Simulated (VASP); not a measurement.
# Y (Im-3m) in VASP: single point with r2SCAN

Aim: the single point of Y with r2SCAN.

Program: VASP 6.6.1. These are calculated values, not measurements. Logs are shortened: lines on timing, memory, paths and dates and some standing lists are left out, and cuts for length are marked.

## Step 1: The cell of the first run

The structure is cubic, space group Im-3m (No. 229). The conventional cell has a = 4.066 Å, b = 4.066 Å, c = 4.066 Å, α = 90.00°, β = 90.00°, γ = 90.00°. Y (site symmetry m-3m) has 14 Y at 3.52 to 4.07 Å within 4.6 Å.

This isn't the form of Y at room conditions, which is hcp.

## Step 2: Single point, r2SCAN

POSCAR reads:

```
Y
1.0
   -2.0331082528      2.0331082528      2.0331082528
    2.0331082528     -2.0331082528      2.0331082528
    2.0331082528      2.0331082528     -2.0331082528
Y
1
Direct
    0.0000000000      0.0000000000      0.0000000000
```

INCAR.step1 reads:

```
PREC     = Accurate       # precision mode
ENCUT    = 520            # plane-wave cutoff, eV
ISMEAR   = 0              # smearing method
SIGMA    = 0.05           # smearing width, eV
LREAL    = False          # projectors in reciprocal space
LASPH    = True           # aspherical terms in the spheres
NELM     = 80             # most SCF steps
NBANDS   = 12             # bands
GGA      = PE             # functional
ALGO     = Normal         # electronic algorithm
EDIFF    = 1E-4           # SCF threshold, eV
LWAVE    = True           # write WAVECAR
LCHARG   = False          # write CHGCAR
```

INCAR.step2 reads:

```
PREC     = Accurate       # precision mode
ENCUT    = 520            # plane-wave cutoff, eV
EDIFF    = 1E-6           # SCF threshold, eV
ISMEAR   = 0              # smearing method
SIGMA    = 0.05           # smearing width, eV
LREAL    = False          # projectors in reciprocal space
LASPH    = True           # aspherical terms in the spheres
NELM     = 80             # most SCF steps
ALGO     = Normal         # electronic algorithm
ISIF     = 2              # what is computed and relaxed
LWAVE    = False          # write WAVECAR
LCHARG   = False          # write CHGCAR
METAGGA  = R2SCAN         # meta-GGA
LMIXTAU  = True         
NBANDS   = 12             # bands
ISTART   = 1
```

KPOINTS reads:

```
Automatic mesh
0
Gamma
  14 14 14
```

Potentials or basis: VASP PAW PBE potentials, release 64 (Y_sv).

Started as:

```bash
$ cat potpaw_PBE.64/Y_sv/POTCAR > POTCAR
$ cp INCAR.step1 INCAR
$ mpirun -np 1 vasp_std > vasp.out
$ cp INCAR.step2 INCAR
$ mpirun -np 1 vasp_std > vasp.out
```

OUTCAR:

```text
PREC = Accurate
   ENCUT = 520
   EDIFF = 1E-6
   ISMEAR = 0
   LREAL = False
   LASPH = True
   NELM = 80
   ISIF = 2
   METAGGA = R2SCAN
   ISTART = 1

 ion  position               nearest neighbor table
   1  0.000  0.000  0.000-

  LATTYP: Found a body centered cubic cell.
 ALAT       =     4.0662165056

  Lattice vectors:

 A1 = (  -2.0331082528,   2.0331082528,   2.0331082528)
 A2 = (   2.0331082528,  -2.0331082528,   2.0331082528)
 A3 = (   2.0331082528,   2.0331082528,  -2.0331082528)

Analysis of symmetry for initial positions (statically):
=====================================================================
 Subroutine PRICEL returns:
 Original cell was already a primitive cell.

 Routine SETGRP: Setting up the symmetry group for a
 body centered cubic supercell.

 Subroutine GETGRP returns: Found 48 space group operations
 (whereof 48 operations were pure point group operations)
 out of a pool of 48 trial point group operations.

The static configuration has the point symmetry O_h .

Analysis of symmetry for dynamics (positions and initial velocities):
=====================================================================
 Subroutine PRICEL returns:
 Original cell was already a primitive cell.

 Routine SETGRP: Setting up the symmetry group for a
 body centered cubic supercell.

 Subroutine GETGRP returns: Found 48 space group operations
 (whereof 48 operations were pure point group operations)
 out of a pool of 48 trial point group operations.

The dynamic configuration has the point symmetry O_h .

 Subroutine INISYM returns: Found 48 space group operations
 (whereof 48 operations are pure point group operations),
 and found     1 'primitive' translations

----------------------------------------------------------------------------------------

                                     Primitive cell

  volume of cell :      33.6156

  direct lattice vectors                    reciprocal lattice vectors
    -2.033108253  2.033108253  2.033108253     0.000000000  0.245928863  0.245928863
     2.033108253 -2.033108253  2.033108253     0.245928863  0.000000000  0.245928863
     2.033108253  2.033108253 -2.033108253     0.245928863  0.245928863  0.000000000

  length of vectors
     3.521446791  3.521446791  3.521446791     0.347795933  0.347795933  0.347795933

  position of ions in fractional coordinates (direct lattice)
     0.000000000  0.000000000  0.000000000

  ion indices of the primitive-cell ions
   primitive index   ion index
                 1           1

----------------------------------------------------------------------------------------

 KPOINTS: Automatic mesh

Automatic generation of k-mesh.
 Grid dimensions read from file:
 generate k-points for:   14   14   14

 Generating k-lattice:

  Cartesian coordinates                     Fractional coordinates (reciprocal lattice)
     0.000000000  0.017566347  0.017566347     0.071428571  0.000000000  0.000000000
     0.017566347  0.000000000  0.017566347     0.000000000  0.071428571  0.000000000
     0.017566347  0.017566347  0.000000000     0.000000000  0.000000000  0.071428571

  Length of vectors
     0.024842567  0.024842567  0.024842567

  Shift w.r.t. Gamma in fractional coordinates (k-lattice)
     0.000000000  0.000000000  0.000000000

 Subroutine IBZKPT returns following result:
 ===========================================

 Found    104 irreducible k-points:

 Following reciprocal coordinates:
            Coordinates               Weight
  0.000000  0.000000  0.000000      1.000000
  0.071429  0.000000  0.000000     12.000000
  0.142857  0.000000  0.000000     12.000000
  0.214286  0.000000  0.000000     12.000000
  0.285714  0.000000  0.000000     12.000000
  0.357143  0.000000  0.000000     12.000000
[... 16 lines left out ...]
  0.285714  0.285714  0.000000     24.000000
  0.357143  0.285714  0.000000     24.000000
 [... further k-points ...]
   k-points           NKPTS =    104   k-points in BZ     NKDIM =    104   number of bands    NBANDS=     12
   number of dos      NEDOS =    301   number of ions     NIONS =      1
   total plane-waves  NPLWV =  21952
   dimension x,y,z NGX =    28 NGY =   28 NGZ =   28
   dimension x,y,z NGXF=    56 NGYF=   56 NGZF=   56
   ions per type =               1
   NGX,Y,Z   is equivalent  to a cutoff of  13.22, 13.22, 13.22 a.u.
   NGXF,Y,Z  is equivalent  to a cutoff of  26.44, 26.44, 26.44 a.u.
 SYSTEM =  unknown system
   PREC   = accura    normal or accurate (medium, high low for compatibility)
   ISTART =      1    job   : 0-new  1-cont  2-samecut
   ICHARG =      0    charge: 1-file 2-atom 10-const
   ISPIN  =      1    spin polarized calculation?
   LNONCOLLINEAR =      F non collinear calculations
   LSORBIT =      F    spin-orbit coupling
   LASPH  =      T    aspherical Exc in radial PAW
   ENCUT  =  520.0 eV  38.22 Ry    6.18 a.u.   6.55  6.55  6.55*2*pi/ulx,y,z
   NELM   =     80;   NELMIN=  2; NELMDL=  0     # of ELM steps
   EDIFF  = 0.1E-05   stopping-criterion for ELM
   LREAL  =      F    real-space projection
   EDIFFG = 0.1E-04   stopping-criterion for IOM
   NSW    =      0    number of steps for IOM
   IBRION =     -1    ionic relax: 0-MD 1-quasi-New 2-CG
   NFREE  =      0    steps in history (QN), initial steepest desc. (CG)
   ISIF   =      2    stress and relaxation
   ISYM   =      2    0-nonsym 1-usesym 2-fastsym
   POTIM  = 0.5000    time-step for ionic-motion
   TEBEG  =    0.0;   TEEND  =   0.0 temperature during run
   PSTRESS=    0.0 pullay stress
   NELECT =      11.0000    total number of electrons
   NUPDOWN=      -1.0000    fix difference up-down
   EMIN   =  10.00;   EMAX   =-10.00  energy-range for DOS
   EFERMI =   0.00;   METHOD = LEGACY
   ISMEAR =     0;   SIGMA  =   0.05  broadening in eV -4-tet -1-fermi 0-gaus
   EFERMI_NEDOS =   21; number of points for ismear=-14 and -15
   IALGO  =     38    algorithm
   IMIX   =      4    mixing-type and parameters
     AMIX     =   0.40;   BMIX     =  1.00
     AMIX_MAG =   1.60;   BMIX_MAG =  1.00
  volume/ion in A,a.u.               =      33.62       226.85
  Fermi-wavevector in a.u.,A,eV,Ry     =   1.128128  2.131854 17.315779  1.272674
  Thomas-Fermi vector in A             =   2.264817
   LORBIT       =      0    0 simple, 1 ext, 2 COOP (PROOUT), +10 PAW based schemes
   METAGGA = R2SCAN    functional components
   LHFCALC =     F    Hartree Fock is set to
   AEXX    =    0.0000 exact exchange contribution
   IVDW    =     0    specifies the selected vdW correction
   LEPSILON=     F    determine dielectric tensor
   LRPA    =     F    only Hartree local field effects (RPA)
 non-spin polarized calculation
 Gauss-broadening in eV      SIGMA  =   0.05
  energy-cutoff  :      520.00
  volume of cell :       33.62
 maximum number of plane-waves:       937
 NGX is ok and might be reduce to    28
   NGX = 13   NGY = 13   NGZ = 13

 number of electron      11.0000000 magnetization

 Free energy of the ion-electron system (eV)
  ---------------------------------------------------
  ext. energy  EPLUGINS =         0.00000000
  ---------------------------------------------------
  free energy    TOTEN  =       -20.17509635 eV

  energy without entropy =      -20.17202854  energy(sigma->0) =      -20.17356244

 E-fermi :   3.0720     XC(G=0):  -9.9636

 val. band max:        3.0672040659   @ k =   0.3571   0.1429   0.1429
 cond. band min:       3.0833783197   @ k =   0.2857   0.1429   0.1429
 fundamental gap:      0.0161742538
 Fermi energy:         3.0720299214

 k-point     1 :       0.0000    0.0000    0.0000
  band No.  band energies     occupation
      1     -41.3825      2.00000
      2     -20.4309      2.00000
      3     -20.4309      2.00000
      4     -20.4309      2.00000
      5      -1.9308      2.00000
      6       5.0315      0.00000
      7       5.0315      0.00000
      8       5.0315      0.00000
      9       6.8331      0.00000
     10       6.8331      0.00000
     11      13.6807      0.00000
     12      13.6807      0.00000

 k-point     2 :       0.0714    0.0000    0.0000
  band No.  band energies     occupation
      1     -41.3793      2.00000
      2     -20.4583      2.00000
      3     -20.4392      2.00000
      4     -20.4311      2.00000
      5      -1.7964      2.00000
      6       4.9266      0.00000
      7       4.9765      0.00000
      8       5.1588      0.00000
      9       6.6772      0.00000
     10       6.8295      0.00000
     11      13.8056      0.00000
     12      13.9435      0.00000

 k-point     3 :       0.1429    0.0000    0.0000
  band No.  band energies     occupation
      1     -41.3703      2.00000
      2     -20.5342      2.00000
      3     -20.4624      2.00000
      4     -20.4315      2.00000
      5      -1.4087      2.00000
      6       4.6547      0.00000
      7       4.7323      0.00000
      8       5.5349      0.00000
      9       6.4540      0.00000
     10       6.8346      0.00000
     11      14.0398      0.00000
     12      14.6840      0.00000

 k-point     4 :       0.2143    0.0000    0.0000
  band No.  band energies     occupation
      1     -41.3573      2.00000
      2     -20.6417      2.00000
      3     -20.4957      2.00000
      4     -20.4323      2.00000
      5      -0.8165      2.00000
      6       4.2684      0.00000
      7       4.3070      0.00000
      8       6.1413      0.00000
      9       6.4542      0.00000
     10       6.8820      0.00000
     11      13.9027      0.00000
     12      14.7448      0.00000

 k-point     5 :       0.2857    0.0000    0.0000
  band No.  band energies     occupation
      1     -41.3428      2.00000
      2     -20.7582      2.00000
      3     -20.5324      2.00000
      4     -20.4331      2.00000
      5      -0.1126      2.00000
      6       3.7928      0.00000
      7       3.9674      0.00000
      8       6.6175      0.00000
      9       6.9409      0.00000
     10       6.9965      0.00000
     11      13.1670      0.00000
     12      13.7022      0.00000
[... 228 lines left out ...]
      1     -41.3175      2.00000
      2     -20.8653      2.00000
      3     -20.6435      2.00000
      4     -20.4829      2.00000
      5       1.5161      2.00000
      6       2.9866      1.98435
      7       3.5186      0.00000
      8       6.6232      0.00000
      9       7.3816      0.00000
     10       9.1090      0.00000
     11      11.1053      0.00000
     12      12.9605      0.00000

 k-point    22 :       0.3571    0.2143    0.0000
  band No.  band energies     occupation
      1     -41.3125      2.00000
      2     -20.8797      2.00000
      3     -20.6776      2.00000
      4     -20.4858      2.00000
      5       1.8529      2.00000
      6       3.0432      1.58510
      7       3.3159      0.00000
      8       6.7309      0.00000
      9       7.4401      0.00000
     10       9.8411      0.00000
     11      10.3538      0.00000
     12      12.3217      0.00000

 k-point    23 :       0.2857    0.2857    0.0000
  band No.  band energies     occupation
      1     -41.3118      2.00000
      2     -20.8505      2.00000
      3     -20.7092      2.00000
      4     -20.4921      2.00000
      5       2.1061      2.00000
      6       2.8187      2.00000
      7       3.2830      0.00000
      8       6.8510      0.00000
      9       7.3155      0.00000
     10      10.0046      0.00000
     11      10.2075      0.00000
     12      12.2452      0.00000

 k-point    24 :       0.3571    0.2857    0.0000
  band No.  band energies     occupation
      1     -41.3098      2.00000
      2     -20.8299      2.00000
      3     -20.7485      2.00000
      4     -20.4948      2.00000
      5       2.3829      2.00000
      6       2.9201      1.99998
      7       2.9783      1.99196
      8       6.9870      0.00000
      9       7.3072      0.00000
     10       9.7408      0.00000
     11      10.6549      0.00000
     12      11.6671      0.00000

 [... further k-points ...]

------------------------ aborting loop because EDIFF is reached ----------------------------------------

  FORCE on cell =-STRESS in cart. coord.  units (eV):
  Direction    XX          YY          ZZ          XY          YZ          ZX
  --------------------------------------------------------------------------------------
  -------------------------------------------------------------------------------------
  Total        0.0194297      0.0194297      0.0194297     -0.0000000      0.0000000      0.0000000
  in kB        0.9260530      0.9260530      0.9260530     -0.0000000      0.0000000      0.0000000
  external PRESSURE =       0.9260530 kB  Pullay stress =       0.0000000 kB

 VOLUME and BASIS-vectors are now :
 -----------------------------------------------------------------------------
  energy-cutoff  :      520.00
  volume of cell :       33.62
      direct lattice vectors                 reciprocal lattice vectors
    -2.033108253  2.033108253  2.033108253     0.000000000  0.245928863  0.245928863
     2.033108253 -2.033108253  2.033108253     0.245928863  0.000000000  0.245928863
     2.033108253  2.033108253 -2.033108253     0.245928863  0.245928863  0.000000000

 POSITION                                       TOTAL-FORCE (eV/Angst)
 -----------------------------------------------------------------------------------
      0.00000      0.00000      0.00000        -0.000000      0.000000     -0.000000
 -----------------------------------------------------------------------------------
    total drift:                               -0.000000     -0.000000     -0.000000

  FREE ENERGIE OF THE ION-ELECTRON SYSTEM (eV)
  ---------------------------------------------------
  free  energy   TOTEN  =       -20.1750963486 eV

  energy  without entropy=      -20.1720285383  energy(sigma->0) =      -20.17356244
```

Wall time 4.6 min (1 thread of Intel Xeon 8259CL, shared host); peak memory 0.21 GiB.

Results:

| Item | Value |
| --- | --- |
| Free energy | -20.1751 eV |
| Pressure | 0.1 GPa |
| Band gap on the k mesh | zero (an odd number of electrons rules out a gap without spin polarisation) |

Levels at points of the mesh, in eV from the Fermi level:
```csv
k point,band 1,band 2,band 3,band 4,band 5,band 6,band 7,band 8,band 9,band 10
"(0.00, 0.00, 0.00)",-44.45,-23.50,-23.50,-23.50,-5.00,1.96,1.96,1.96,3.76,3.76
"(0.50, 0.00, 0.00)",-44.39,-24.03,-23.67,-23.51,-1.99,0.38,0.52,3.75,4.37,6.05
"(0.50, 0.50, 0.50)",-44.34,-23.86,-23.86,-23.86,-1.53,-1.53,5.51,5.51,5.51,5.59
```

Caveat: the PAW data sets were made with another functional, which shifts forces and pressure a little.
